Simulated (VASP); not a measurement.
Write the native input for VASP 6.6.1 that does the following.

* Task: single point
* Functional: r2SCAN
* Potentials or basis: VASP PAW PBE potentials, release 64 (Ti_sv, Co)
* Cutoff: 660 eV
* k mesh: 6 × 6 × 6
* Occupations: gaussian, width 0.1 eV
* Spin: no spin polarisation
* Dipole correction: no
* Further INCAR settings: ALGO = Normal; EDIFF = 1e-06; NBANDS = 18

Crystal: TiCo.

```xyz
2
Lattice="2.9861 0.0000 0.0000 0.0000 2.9861 0.0000 0.0000 0.0000 2.9861" Properties=species:S:1:pos:R:3 pbc="T T T"
Ti    0.0000    0.0000    0.0000
Co    1.4931    1.4931    1.4931
```

One way to write it, as run:

POSCAR

```
TiCo
1.0
    2.9861109900      0.0000000000      0.0000000000
    0.0000000000      2.9861109900      0.0000000000
    0.0000000000      0.0000000000      2.9861109900
Ti Co
1 1
Direct
    0.0000000000      0.0000000000      0.0000000000
    0.5000000000      0.5000000000      0.5000000000
```

INCAR.step1

```
PREC = Accurate ; ENCUT = 660
ISMEAR = 0 ; SIGMA = 0.1
LREAL = F ; LASPH = T
NELM = 120 ; NBANDS = 18
GGA = PE ; ALGO = Normal
EDIFF = 1E-5 ; LWAVE = T
LCHARG = F ; GGA_COMPAT = F
```

INCAR.step2

```
PREC = Accurate ; ENCUT = 660
EDIFF = 1E-6 ; ISMEAR = 0
SIGMA = 0.1 ; LREAL = F
LASPH = T ; NELM = 120
ALGO = Normal ; ISIF = 2
LWAVE = F ; LCHARG = T
METAGGA = R2SCAN ; LMIXTAU = T
LELF = T ; LVHAR = T
NBANDS = 18 ; ISTART = 1
GGA_COMPAT = F
```

KPOINTS

```
Automatic mesh
0
Gamma
  6 6 6
```

Potentials or basis: VASP PAW PBE potentials, release 64 (Ti_sv, Co).

Command:

```bash
$ cat potpaw_PBE.64/Ti_sv/POTCAR potpaw_PBE.64/Co/POTCAR > POTCAR
$ cp INCAR.step1 INCAR
$ mpirun -np 1 vasp_std > vasp.out
$ cp INCAR.step2 INCAR
$ mpirun -np 1 vasp_std > vasp.out
```

Results of the run:

```yaml
Pressure: -6.1 GPa
```

Caveat: the PAW data sets were made with another functional, which shifts forces and pressure a little.

Wall time 88 s on 1 thread of Intel(R) Xeon(R) Platinum 8375C CPU @ 2.90GHz (Ice Lake) (shared host), peak memory 0.17 GiB.
